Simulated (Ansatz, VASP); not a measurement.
Mn3NiB in VASP and in Ansatz

```xyz
5
Lattice="3.7649 0.0000 0.0000 0.0000 3.7649 0.0000 0.0000 0.0000 3.7649" Properties=species:S:1:pos:R:3 pbc="T T T"
Ni    0.0000    0.0000    0.0000
B     1.8825    1.8825    1.8825
Mn    1.8825    1.8825    0.0000
Mn    1.8825    0.0000    1.8825
Mn    0.0000    1.8825    1.8825
```

Alike in both runs: functional PBE; k mesh 10 × 10 × 10; occupations gaussian, width 0.1 eV; no spin polarisation.

Ansatz relaxed the structure, and its values are those at the end. VASP's run is a single point on that final structure, the one shown.

|  | VASP | Ansatz |
| --- | --- | --- |
| version | VASP 6.6.1 | Ansatz 0.2.0 |
| potentials or method | VASP PAW PBE potentials, release 64 (Ni, B, Mn_pv), cutoff 520 eV | scalar-relativistic, plane waves, PAW |
| valence electrons in the cell | 52 | 66 |

|  | VASP | Ansatz | Ansatz less VASP |
| --- | --- | --- | --- |
| gap on the k mesh at the Fermi level (eV) | none | none | - |
| pressure (GPa) | 0.3 | 0.0 | -0.31 |

A gap of «none» marks a metal or a gap that the smearing closes. VASP's potentials hold 52 valence electrons a cell and Ansatz's 66, so a difference there can come from the potentials and not from the codes.
